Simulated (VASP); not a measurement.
# TiO2 (Cmmm) in VASP: notebook

The runs below take TiO2 through single point, with PBE.

Program: VASP 6.6.1. These are calculated values, not measurements. Logs are shortened: lines on timing, memory, paths and dates and some standing lists are left out, and cuts for length are marked.

**1. The cell of the first run**

The structure is orthorhombic, space group Cmmm (No. 65). The conventional cell has a = 6.501 Å, b = 6.632 Å, c = 2.964 Å, α = 90.00°, β = 90.00°, γ = 90.00°. Within 2.6 Å of Ti (site symmetry mmm) lie 6 O at 1.97 to 1.98 Å. Within 2.6 Å of Ti (site symmetry mmm) lie 6 O at 1.95 to 2.02 Å. O (site symmetry 2mm) has 3 Ti at 1.95 to 1.98 Å and 1 O at 2.53 Å within 2.6 Å. O (site symmetry m2m) has 3 Ti at 1.97 to 2.02 Å and 1 O at 2.58 Å within 2.6 Å.

**2. Single point, PBE (strain -0.0200 x Voigt [0, 0, 0, 0, 0, 1])**

The input, INCAR:

```
SYSTEM = TiO2
  PREC = Accurate
  ENCUT = 520
  EDIFF = 1E-6
  ISMEAR = 0
  SIGMA = 0.05
  LREAL = .False.
  LASPH = .True.
  NELM = 100
  ALGO = Normal
  ISIF = 2
  LWAVE = .False.
  LCHARG = .False.
  GGA = PE
  NBANDS = 33
```

The input, KPOINTS:

```
Automatic mesh
0
Gamma
  6 6 10
  0 0 0
```

The input, POSCAR:

```
TiO2
1.0
    4.6430645122     -0.0464306451      0.0000000000
   -0.0464306451      4.6430645122      0.0000000000
    0.0000000000      0.0000000000      2.9640243990
Ti O
2 4
Direct
    0.0000000000      0.0000000000      0.0000000000
    0.5000000000      0.5000000000      0.5000000000
    0.3051105247      0.3051105247      0.0000000000
    0.1948894753      0.8051105247      0.5000000000
    0.6948894753      0.6948894753      0.0000000000
    0.8051105247      0.1948894753      0.5000000000
```

Potentials or basis: VASP PAW PBE potentials, release 64 (Ti_sv, O).

Command:

```console
$ cat potpaw_PBE.64/Ti_sv/POTCAR potpaw_PBE.64/O/POTCAR > POTCAR
$ mpirun -np 1 vasp_std > vasp.out
```

OUTCAR:

```text
SYSTEM = TiO2
   PREC = Accurate
   ENCUT = 520
   EDIFF = 1E-6
   ISMEAR = 0
   LREAL = .False.
   LASPH = .True.
   NELM = 100
   ISIF = 2
   GGA = PE

 ion  position               nearest neighbor table
   1  0.000  0.000  0.000-   4 1.97   6 1.97   4 1.97   6 1.97   5 1.98   3 1.98
   2  0.500  0.500  0.500-   3 1.95   5 1.95   3 1.95   5 1.95   4 2.02   6 2.02
   3  0.305  0.305  0.000-   2 1.95   2 1.95   1 1.98
   4  0.195  0.805  0.500-   1 1.97   1 1.97   2 2.02
   5  0.695  0.695  0.000-   2 1.95   2 1.95   1 1.98
   6  0.805  0.195  0.500-   1 1.97   1 1.97   2 2.02

  LATTYP: Found a base centered orthorhombic cell.
 ALAT       =     6.5006219561
 B/A-ratio  =     1.0202020202
 C/A-ratio  =     0.4559601249

  Lattice vectors:

 A1 = (   4.6430645122,  -0.0464306451,   0.0000000000)
 A2 = (  -0.0464306451,   4.6430645122,   0.0000000000)
 A3 = (   0.0000000000,   0.0000000000,   2.9640243990)

Analysis of symmetry for initial positions (statically):
=====================================================================
 Subroutine PRICEL returns:
 Original cell was already a primitive cell.

 Routine SETGRP: Setting up the symmetry group for a
 base centered orthorhombic supercell.

 Subroutine GETGRP returns: Found  8 space group operations
 (whereof  8 operations were pure point group operations)
 out of a pool of  8 trial point group operations.

The static configuration has the point symmetry D_2h.

Analysis of symmetry for dynamics (positions and initial velocities):
=====================================================================
 Subroutine PRICEL returns:
 Original cell was already a primitive cell.

 Routine SETGRP: Setting up the symmetry group for a
 base centered orthorhombic supercell.

 Subroutine GETGRP returns: Found  8 space group operations
 (whereof  8 operations were pure point group operations)
 out of a pool of  8 trial point group operations.

The dynamic configuration has the point symmetry D_2h.

 Subroutine INISYM returns: Found  8 space group operations
 (whereof  8 operations are pure point group operations),
 and found     1 'primitive' translations

----------------------------------------------------------------------------------------

                                     Primitive cell

  volume of cell :      63.8922

  direct lattice vectors                    reciprocal lattice vectors
     4.643064512 -0.046430645  0.000000000     0.215396535  0.002153965  0.000000000
    -0.046430645  4.643064512  0.000000000     0.002153965  0.215396535  0.000000000
     0.000000000  0.000000000  2.964024399     0.000000000  0.000000000  0.337379139

  length of vectors
     4.643296660  4.643296660  2.964024399     0.215407305  0.215407305  0.337379139

  position of ions in fractional coordinates (direct lattice)
     0.000000000  0.000000000  0.000000000
     0.500000000  0.500000000  0.500000000
     0.305110525  0.305110525  0.000000000
     0.194889475  0.805110525  0.500000000
     0.694889475  0.694889475  0.000000000
     0.805110525  0.194889475  0.500000000

  ion indices of the primitive-cell ions
   primitive index   ion index
                 1           1
                 2           2
                 3           3
                 4           4
                 5           5
                 6           6

----------------------------------------------------------------------------------------

 KPOINTS: Automatic mesh

Automatic generation of k-mesh.
 Grid dimensions read from file:
 generate k-points for:    6    6   10

 Generating k-lattice:

  Cartesian coordinates                     Fractional coordinates (reciprocal lattice)
     0.035899423  0.000358994  0.000000000     0.166666667 -0.000000000  0.000000000
     0.000358994  0.035899423  0.000000000    -0.000000000  0.166666667  0.000000000
     0.000000000  0.000000000  0.033737914     0.000000000  0.000000000  0.100000000

  Length of vectors
     0.035901218  0.035901218  0.033737914

  Shift w.r.t. Gamma in fractional coordinates (k-lattice)
     0.000000000  0.000000000  0.000000000

 Subroutine IBZKPT returns following result:
 ===========================================

 Found     78 irreducible k-points:

 Following reciprocal coordinates:
            Coordinates               Weight
  0.000000  0.000000  0.000000      1.000000
  0.166667  0.000000  0.000000      4.000000
  0.333333 -0.000000  0.000000      4.000000
  0.500000 -0.000000  0.000000      2.000000
  0.166667  0.166667  0.000000      2.000000
  0.333333  0.166667  0.000000      4.000000
[... 16 lines left out ...]
  0.333333  0.333333  0.100000      4.000000
  0.500000  0.333333  0.100000      8.000000
 [... further k-points ...]
   k-points           NKPTS =     78   k-points in BZ     NKDIM =     78   number of bands    NBANDS=     33
   number of dos      NEDOS =    301   number of ions     NIONS =      6
   total plane-waves  NPLWV =  31104
[... 34 lines left out ...]
     AMIX     =   0.40;   BMIX     =  1.00
     AMIX_MAG =   1.60;   BMIX_MAG =  1.00
  volume/ion in A,a.u.               =      10.65        71.86
  Fermi-wavevector in a.u.,A,eV,Ry     =   1.488239  2.812364 30.134932  2.214855
  Thomas-Fermi vector in A             =   2.601299
   LORBIT       =      0    0 simple, 1 ext, 2 COOP (PROOUT), +10 PAW based schemes
   GGA     = PE    functional components
   LHFCALC =     F    Hartree Fock is set to
   AEXX    =    0.0000 exact exchange contribution
   IVDW    =     0    specifies the selected vdW correction
   LEPSILON=     F    determine dielectric tensor
   LRPA    =     F    only Hartree local field effects (RPA)
 non-spin polarized calculation
 Gauss-broadening in eV      SIGMA  =   0.05
  energy-cutoff  :      520.00
  volume of cell :       63.89
 maximum number of plane-waves:      1744
 NGX is ok and might be reduce to    36
   NGX = 17   NGY = 17   NGZ = 11

 number of electron      48.0000024 magnetization

 Free energy of the ion-electron system (eV)
  ---------------------------------------------------
  ext. energy  EPLUGINS =         0.00000000
  ---------------------------------------------------
  free energy    TOTEN  =       -53.65913670 eV

  energy without entropy =      -53.65913670  energy(sigma->0) =      -53.65913670

 E-fermi :   4.8510     XC(G=0): -11.2853

 val. band max:        4.5788094216   @ k =   0.0000   0.0000   0.0000
 cond. band min:       6.4089230264   @ k =   0.5000   0.5000   0.0000
 fundamental gap:      1.8301136049
 Fermi energy:         4.8510001030

 k-point     1 :       0.0000    0.0000    0.0000
  band No.  band energies     occupation
      1     -52.4142      2.00000
      2     -52.3328      2.00000
      3     -28.7101      2.00000
      4     -28.6392      2.00000
      5     -28.5139      2.00000
      6     -28.5099      2.00000
[... 25 lines left out ...]
     32      10.9803      0.00000
     33      11.1206      0.00000

 k-point     2 :       0.1667    0.0000    0.0000
  band No.  band energies     occupation
      1     -52.4140      2.00000
      2     -52.3330      2.00000
      3     -28.7028      2.00000
      4     -28.6313      2.00000
      5     -28.5226      2.00000
      6     -28.5182      2.00000
[... 25 lines left out ...]
     32      10.9083      0.00000
     33      11.0381      0.00000

 k-point     3 :       0.3333   -0.0000    0.0000
  band No.  band energies     occupation
      1     -52.4136      2.00000
      2     -52.3333      2.00000
      3     -28.6857      2.00000
      4     -28.6098      2.00000
      5     -28.5458      2.00000
      6     -28.5370      2.00000
[... 25 lines left out ...]
     32      10.7556      0.00000
     33      10.8631      0.00000

 k-point     4 :       0.5000   -0.0000    0.0000
  band No.  band energies     occupation
      1     -52.4134      2.00000
      2     -52.3334      2.00000
      3     -28.6753      2.00000
      4     -28.5862      2.00000
      5     -28.5701      2.00000
      6     -28.5484      2.00000
[... 673 lines left out ...]
     32      10.5204      0.00000
     33      10.9625      0.00000

 k-point    23 :       0.3333    0.3333    0.1000
  band No.  band energies     occupation
      1     -52.4097      2.00000
      2     -52.3298      2.00000
      3     -28.6798      2.00000
      4     -28.6393      2.00000
      5     -28.5570      2.00000
      6     -28.5205      2.00000
[... 25 lines left out ...]
     32      10.4876      0.00000
     33      10.8329      0.00000

 k-point    24 :       0.5000    0.3333    0.1000
  band No.  band energies     occupation
      1     -52.4097      2.00000
      2     -52.3298      2.00000
      3     -28.6984      2.00000
      4     -28.6332      2.00000
      5     -28.5482      2.00000
      6     -28.5121      2.00000
[... 25 lines left out ...]
     32      10.3579      0.00000
     33      10.7842      0.00000

 [... further k-points ...]
[... 5 lines left out ...]
  --------------------------------------------------------------------------------------
  -------------------------------------------------------------------------------------
  Total        0.2750595      0.2750595      0.3813326      1.7047393      0.0000000      0.0000000
  in kB        6.8974646      6.8974646      9.5623972     42.7484909      0.0000000      0.0000000
  external PRESSURE =       7.7857755 kB  Pullay stress =       0.0000000 kB

 VOLUME and BASIS-vectors are now :
 -----------------------------------------------------------------------------
  energy-cutoff  :      520.00
  volume of cell :       63.89
      direct lattice vectors                 reciprocal lattice vectors
     4.643064512 -0.046430645  0.000000000     0.215396535  0.002153965  0.000000000
    -0.046430645  4.643064512  0.000000000     0.002153965  0.215396535  0.000000000
     0.000000000  0.000000000  2.964024399     0.000000000  0.000000000  0.337379139

 POSITION                                       TOTAL-FORCE (eV/Angst)
 -----------------------------------------------------------------------------------
      0.00000      0.00000      0.00000         0.000000      0.000000      0.000000
      2.29832      2.29832      1.48201         0.000000      0.000000      0.000000
      1.40248      1.40248      0.00000        -0.001997     -0.001997     -0.000000
      0.86750      3.72913      1.48201         0.026794     -0.026794      0.000000
      3.19415      3.19415      0.00000         0.001997      0.001997      0.000000
      3.72913      0.86750      1.48201        -0.026794      0.026794      0.000000
 -----------------------------------------------------------------------------------
    total drift:                                0.000000      0.000000     -0.000000

  FREE ENERGIE OF THE ION-ELECTRON SYSTEM (eV)
  ---------------------------------------------------
  free  energy   TOTEN  =       -53.6591367024 eV

  energy  without entropy=      -53.6591367024  energy(sigma->0) =      -53.65913670
```

Run time: 3.9 min. Hardware: 1 thread of Intel Xeon 8259CL, shared host; peak memory 0.26 GiB.

Results:

| Quantity | Value |
| --- | --- |
| Free energy | -53.6591 eV |
| Pressure | 0.8 GPa |
| Largest force | 0.038 eV/Å |
| Band gap on the k mesh | 1.83 eV |

Forces on the atoms (eV/Å):
```
Ti   0.000  0.000  0.000
Ti   0.000  0.000  0.000
O   -0.002 -0.002  0.000
O    0.027 -0.027  0.000
O    0.002  0.002  0.000
O   -0.027  0.027  0.000
```

Levels at points of the mesh, in eV from the valence-band top:
```
           k point  band 21  band 22  band 23  band 24  band 25  band 26  band 27  band 28
(0.00, 0.00, 0.00)    -0.66    -0.46    -0.39     0.00     1.83     2.12     2.39     2.44
(0.50, 0.00, 0.00)    -1.66    -1.44    -0.72    -0.70     2.48     2.48     2.89     3.01
(0.50, 0.50, 0.00)    -1.35    -1.14    -1.04    -1.03     1.83     1.90     2.46     2.51
(0.00, 0.00, 0.50)    -2.30    -2.17    -1.49    -1.30     2.82     2.94     3.07     3.21
(0.50, 0.00, 0.50)    -2.07    -1.90    -1.03    -0.94     1.87     1.89     3.09     3.23
(0.50, 0.50, 0.50)    -1.34    -1.08    -0.69    -0.65     2.45     2.62     3.12     3.14
```

Caveat: the cell differs from its parent crystal (strain -0.0200 x Voigt [0, 0, 0, 0, 0, 1]).

**3. Single point, PBE (strain +0.0150 x Voigt [0, 0, 0, 0, 0, 1])**

The input, INCAR:

```
PREC     = Accurate       # precision mode
ENCUT    = 520            # plane-wave cutoff, eV
EDIFF    = 1E-7           # SCF threshold, eV
ISMEAR   = 0              # smearing method
SIGMA    = 0.05           # smearing width, eV
LREAL    = False          # projectors in reciprocal space
LASPH    = True           # aspherical terms in the spheres
NELM     = 100            # most SCF steps
ALGO     = Normal         # electronic algorithm
ISIF     = 2              # what is computed and relaxed
LWAVE    = False          # write WAVECAR
LCHARG   = False          # write CHGCAR
GGA      = PE             # functional
NBANDS   = 33             # bands
```

The input, KPOINTS:

```
Automatic mesh
0
Gamma
  6 6 10
```

POSCAR, as its differences from that of step 2:

```diff
@@ -2,4 +2,4 @@
 1.0
-    4.6430645122     -0.0464306451      0.0000000000
-   -0.0464306451      4.6430645122      0.0000000000
+    4.6430645122      0.0348229838      0.0000000000
+    0.0348229838      4.6430645122      0.0000000000
     0.0000000000      0.0000000000      2.9640243990
```

Potentials or basis: VASP PAW PBE potentials, release 64 (Ti_sv, O).

Command:

```console
$ cat potpaw_PBE.64/Ti_sv/POTCAR potpaw_PBE.64/O/POTCAR > POTCAR
$ mpirun -np 1 vasp_std > vasp.out
```

It took 4.5 min on 1 thread of Intel Xeon 8259CL, shared host; peak memory 0.26 GiB.

The run converged. Its results:

```
Free energy            : -53.6666 eV
Pressure               : 0.7 GPa
Largest force          : 0.036 eV/Å
Band gap on the k mesh : 1.83 eV
```

Forces in eV/Å, atoms in the order of the input:
```
Ti   0.000  0.000  0.000
Ti   0.000  0.000  0.000
O   -0.025 -0.025  0.000
O    0.007 -0.007  0.000
O    0.025  0.025  0.000
O   -0.007  0.007  0.000
```

Stress tensor (GPa, compression positive):
```
 0.64 -3.20  0.00
-3.20  0.64  0.00
 0.00  0.00  0.92
```

Levels at points of the mesh, in eV from the valence-band top:
```
           k point  band 21  band 22  band 23  band 24  band 25  band 26  band 27  band 28
(0.00, 0.00, 0.00)    -0.66    -0.45    -0.40     0.00     1.83     2.12     2.39     2.44
(0.50, 0.00, 0.00)    -1.64    -1.47    -0.72    -0.70     2.48     2.48     2.90     2.99
(0.50, 0.50, 0.00)    -1.32    -1.17    -1.04    -1.04     1.84     1.89     2.46     2.50
(0.00, 0.00, 0.50)    -2.28    -2.18    -1.47    -1.33     2.83     2.92     3.09     3.19
(0.50, 0.00, 0.50)    -2.05    -1.92    -1.02    -0.95     1.87     1.88     3.11     3.21
(0.50, 0.50, 0.50)    -1.31    -1.11    -0.69    -0.65     2.47     2.60     3.13     3.14
```

Caveat: the cell differs from its parent crystal (strain +0.0150 x Voigt [0, 0, 0, 0, 0, 1]).

**4. Single point, PBE (strain -0.0100 x Voigt [0, 0, 0, 0, 0, 1])**

The input, INCAR:

```
PREC = Accurate ; ENCUT = 520
EDIFF = 1E-6 ; ISMEAR = 0
SIGMA = 0.05 ; LREAL = False
LASPH = True ; NELM = 80
ALGO = Normal ; ISIF = 2
LWAVE = False ; LCHARG = False
GGA = PE ; NBANDS = 33
```

KPOINTS is that of step 3.

POSCAR, as its differences from that of step 3:

```diff
@@ -2,4 +2,4 @@
 1.0
-    4.6430645122      0.0348229838      0.0000000000
-    0.0348229838      4.6430645122      0.0000000000
+    4.6430645122     -0.0232153226      0.0000000000
+   -0.0232153226      4.6430645122      0.0000000000
     0.0000000000      0.0000000000      2.9640243990
```

Command:

```console
$ cat potpaw_PBE.64/Ti_sv/POTCAR potpaw_PBE.64/O/POTCAR > POTCAR
$ mpirun -np 1 vasp_std > vasp.out
```

Run time: 4.2 min. Hardware: 1 thread of Intel Xeon 8259CL, shared host; peak memory 0.26 GiB.

It converged, with:

```
Free energy            : -53.6720 eV
Pressure               : 0.7 GPa
Largest force          : 0.034 eV/Å
Band gap on the k mesh : 1.83 eV
```

Forces on the atoms (eV/Å):
```
Ti   0.000  0.000  0.000
Ti   0.000  0.000  0.000
O   -0.012 -0.012  0.000
O    0.024 -0.024  0.000
O    0.012  0.012  0.000
O   -0.024  0.024  0.000
```

Stress tensor (GPa, compression positive):
```
0.60 2.14 0.00
2.14 0.60 0.00
0.00 0.00 0.89
```

Levels at points of the mesh, in eV from the valence-band top:
| k point | band 22 | band 23 | band 24 | band 25 | band 26 | band 27 |
| --- | --- | --- | --- | --- | --- | --- |
| (0.00, 0.00, 0.00) | -0.45 | -0.41 | 0.00 | 1.83 | 2.12 | 2.39 |
| (0.50, 0.00, 0.00) | -1.50 | -0.71 | -0.71 | 2.48 | 2.48 | 2.92 |
| (0.50, 0.50, 0.00) | -1.19 | -1.04 | -1.04 | 1.85 | 1.88 | 2.47 |
| (0.00, 0.00, 0.50) | -2.20 | -1.45 | -1.35 | 2.85 | 2.91 | 3.11 |
| (0.50, 0.00, 0.50) | -1.94 | -1.01 | -0.96 | 1.88 | 1.88 | 3.13 |
| (0.50, 0.50, 0.50) | -1.15 | -0.68 | -0.66 | 2.49 | 2.58 | 3.14 |

Caveat: the cell differs from its parent crystal (strain -0.0100 x Voigt [0, 0, 0, 0, 0, 1]). A k mesh can miss the band edges.

**5. Single point, PBE (strain +0.0050 x Voigt [0, 0, 0, 0, 0, 1])**

The input, INCAR:

```
PREC = Accurate
ENCUT = 520
EDIFF = 1E-6
ISMEAR = 0
SIGMA = 0.05
LREAL = F
LASPH = T
NELM = 60
ALGO = Normal
ISIF = 2
LWAVE = F
LCHARG = T
GGA = PE
LELF = T
LVHAR = T
NBANDS = 33
```

The input, KPOINTS:

```
regular mesh
0
Gamma
  6 6 10
```

POSCAR, as its differences from that of step 4:

```diff
@@ -2,4 +2,4 @@
 1.0
-    4.6430645122     -0.0232153226      0.0000000000
-   -0.0232153226      4.6430645122      0.0000000000
+    4.6430645122      0.0116076613      0.0000000000
+    0.0116076613      4.6430645122      0.0000000000
     0.0000000000      0.0000000000      2.9640243990
```

Command:

```console
$ cat potpaw_PBE.64/Ti_sv/POTCAR potpaw_PBE.64/O/POTCAR > POTCAR
$ mpirun -np 1 vasp_std > vasp.out
```

It took 4.8 min on 1 thread of Intel Xeon 8259CL, shared host; peak memory 0.26 GiB.

Results (log left out):

```yaml
Free_energy: -53.6751 eV
Pressure: 0.7 GPa
Largest_force: 0.031 eV/Å
Band_gap_on_the_k_mesh: 1.83 eV
```

Forces on the atoms (eV/Å):
```
Ti   0.000  0.000  0.000
Ti   0.000  0.000  0.000
O   -0.022 -0.022  0.000
O    0.016 -0.016  0.000
O    0.022  0.022  0.000
O   -0.016  0.016  0.000
```

Stress tensor (GPa, compression positive):
```
 0.56 -1.07  0.00
-1.07  0.56  0.00
 0.00  0.00  0.86
```

Levels at points of the mesh, in eV from the valence-band top:
```
           k point  band 21  band 22  band 23  band 24  band 25  band 26  band 27  band 28
(0.00, 0.00, 0.00)    -0.67    -0.44    -0.42     0.00     1.83     2.12     2.39     2.46
(0.50, 0.00, 0.00)    -1.58    -1.53    -0.71    -0.71     2.48     2.48     2.93     2.96
(0.50, 0.50, 0.00)    -1.27    -1.22    -1.04    -1.04     1.86     1.88     2.48     2.49
(0.00, 0.00, 0.50)    -2.25    -2.21    -1.42    -1.38     2.86     2.89     3.12     3.16
(0.50, 0.00, 0.50)    -2.01    -1.96    -1.00    -0.97     1.88     1.88     3.14     3.18
(0.50, 0.50, 0.50)    -1.24    -1.18    -0.67    -0.66     2.51     2.55     3.15     3.15
```

Caveat: the cell differs from its parent crystal (strain +0.0050 x Voigt [0, 0, 0, 0, 0, 1]). A k mesh can miss the band edges.

**6. Overview**

```csv
cell,gap on the mesh (eV),pressure (GPa),largest force (eV/Å)
"a = 4.643, b = 4.643, c = 2.964 Å, angles 90.0, 90.0, 91.1°, 6 atoms",1.83,0.8,0.04
"a = 4.643, b = 4.643, c = 2.964 Å, angles 90.0, 90.0, 89.1°, 6 atoms",1.83,0.7,0.04
"a = 4.643, b = 4.643, c = 2.964 Å, angles 90.0, 90.0, 90.6°, 6 atoms",1.83,0.7,0.03
"a = 4.643, b = 4.643, c = 2.964 Å, angles 90.0, 90.0, 89.7°, 6 atoms",1.83,0.7,0.03
```

Alike in all rows: task single point; level PBE; potentials or basis VASP PAW PBE potentials, release 64 (Ti_sv, O); no spin polarisation; k mesh 6 × 6 × 10; cutoff (eV) 520; smearing gaussian 0.05 eV.

Absolute energies hang on the potentials; compare differences alone.
